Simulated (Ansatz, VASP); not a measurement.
**Two plane-wave programs on KF**

```
K F
1.0
     3.25895    0.00000    0.00000
     0.00000    3.25895    0.00000
     0.00000    0.00000    3.25895
K F
1 1
Cartesian
  0.0000 0.0000 0.0000
  1.6295 1.6295 1.6295
```

Alike in both runs: task single point; functional PBE; k mesh 4 × 4 × 4; occupations gaussian, width 0.1 eV; no spin polarisation.

|  | VASP | Ansatz |
| --- | --- | --- |
| version | VASP 6.6.1 | Ansatz 0.2.0 |
| potentials or method | VASP PAW PBE potentials, release 64 (K_sv, F), cutoff 600 eV | scalar-relativistic, plane waves, PAW |
| valence electrons in the cell | 16 | 16 |

VASP gave:

```
gap on the k mesh at the Fermi level (eV) : 6.26
least direct gap on the mesh (eV)         : 6.31
pressure (GPa)                            : 0.0
```

Which values does Ansatz return?

gap on the k mesh at the Fermi level (eV): 6.27; least direct gap on the mesh (eV): 6.32; pressure (GPa): 0.0.

The k mesh is coarse, so the values compare programs but aren't converged.
